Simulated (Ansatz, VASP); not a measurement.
## One calculation of NaHfO, two programs

```
Na Hf O
1.0
     3.08359    0.00000    0.00000
     0.00000    3.08359    0.00000
     0.00000    0.00000    5.82134
Na Hf O
1 1 1
Direct
  0.50000 0.50000 0.50000
  0.00000 0.00000 0.00000
  0.50000 0.50000 0.00000
```

Change from the starting cell: species swapped into the MgNiH type (P4/mmm, No. 123).

Alike in both runs: functional PBE; k mesh 16 × 16 × 8; occupations gaussian, width 0.1 eV; no spin polarisation.

Ansatz relaxed the structure, and its values are those at the end. VASP's run is a single point on that final structure, the one shown.

|  | VASP | Ansatz |
| --- | --- | --- |
| version | VASP 6.6.1 | Ansatz 0.2.0 |
| potentials or method | VASP PAW PBE potentials, release 64 (Na_pv, Hf_pv, O), cutoff 520 eV | scalar-relativistic, plane waves, PAW |
| valence electrons in the cell | 23 | 41 |

VASP gave:

* gap on the k mesh at the Fermi level (eV): none
* pressure (GPa): -1.0

Task: Which values does Ansatz return?

Result: gap on the k mesh at the Fermi level (eV): none; pressure (GPa): 0.0.

A gap of «none» marks a metal or a gap that the smearing closes. The functional is the same, so the differences come from potentials, cutoffs and numerics. VASP's potentials hold 23 valence electrons a cell and Ansatz's 41, so a difference there can come from the potentials and not from the codes.

Spin-orbit coupling is off throughout.
